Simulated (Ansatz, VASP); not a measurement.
Ta: VASP beside Ansatz

```
CELL_PARAMETERS angstrom
-1.62643 1.62643 1.62643
1.62643 -1.62643 1.62643
1.62643 1.62643 -1.62643
ATOMIC_POSITIONS crystal
Ta 0.00000 0.00000 0.00000
```

Alike in both runs: task relaxation of cell and atoms; functional LDA; k mesh 20 × 20 × 20; occupations fermi-dirac, width 0.15 eV; no spin polarisation.

```csv
,VASP,Ansatz
version,VASP 6.6.1,Ansatz 0.2.0
potentials or method,"VASP PAW LDA potentials, release 64 (Ta_pv), cutoff 600 eV","scalar-relativistic, plane waves, PAW"
valence electrons in the cell,11,13
```

```csv
,VASP,Ansatz,Ansatz less VASP
"gap on the k mesh at the Fermi level, each at its own relaxed structure (eV)",none,none,-
relaxed volume (Å³/atom),17.32,17.25,-0.068
relaxed cell length with the largest relative difference (Å),2.823,2.819,-0.0037
```

LDA's correlation is that of Perdew and Zunger in VASP and of Perdew and Wang (1992) in Ansatz. A gap of «none» marks a metal or a gap that the smearing closes. VASP's potentials hold 11 valence electrons a cell and Ansatz's 13, so a difference there can come from the potentials and not from the codes.

Neither program's run includes spin-orbit coupling.
